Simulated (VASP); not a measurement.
Here is a VASP 6.6.1 calculation.

File INCAR:

```
ALGO = Fast
EDIFF = 1E-6
EDIFFG = -0.01
ENCUT = 600
GGA = PE
IBRION = 2
ISIF = 3
ISMEAR = 0
LASPH = T
LCHARG = F
LREAL = F
LWAVE = F
NELM = 80
NSW = 100
PREC = Accurate
SIGMA = 0.1
```

KPOINTS

```
k-points
0
Gamma
  16 16 10
```

File POSCAR:

```
LiBPt
1.0
    3.0412801697      0.0000000000      0.0000000000
    0.0000000000      3.0412801697      0.0000000000
    0.0000000000      0.0000000000      4.5389262138
Li B Pt
1 1 1
Direct
    0.5000000000      0.5000000000      0.5000000000
    0.5000000000      0.5000000000      0.0000000000
    0.0000000000      0.0000000000      0.0000000000
```

Potentials or basis: VASP PAW PBE potentials, release 64 (Li_sv, B, Pt).

The run is started by

```bash
$ cat potpaw_PBE.64/Li_sv/POTCAR potpaw_PBE.64/B/POTCAR potpaw_PBE.64/Pt/POTCAR > POTCAR
$ mpirun -np 1 vasp_std > vasp.out
```

(1) Predict the band gap on the k mesh.

(2) Estimate the space group after relaxing (to 0.1 Å).

(3) Predict the relaxed volume.

Answers

(1) zero (bands 8 and 9 overlap by 1.62 eV).

(2) P4/mmm (No. 123).

(3) 14.09 Å³/atom.

Caveat: the cutoff is under 1.25 times the usual one of these potentials, so pressure, stress and relaxed cells hold a basis-set (Pulay) error; spin-orbit coupling is left out, which moves the levels of the heavy elements.
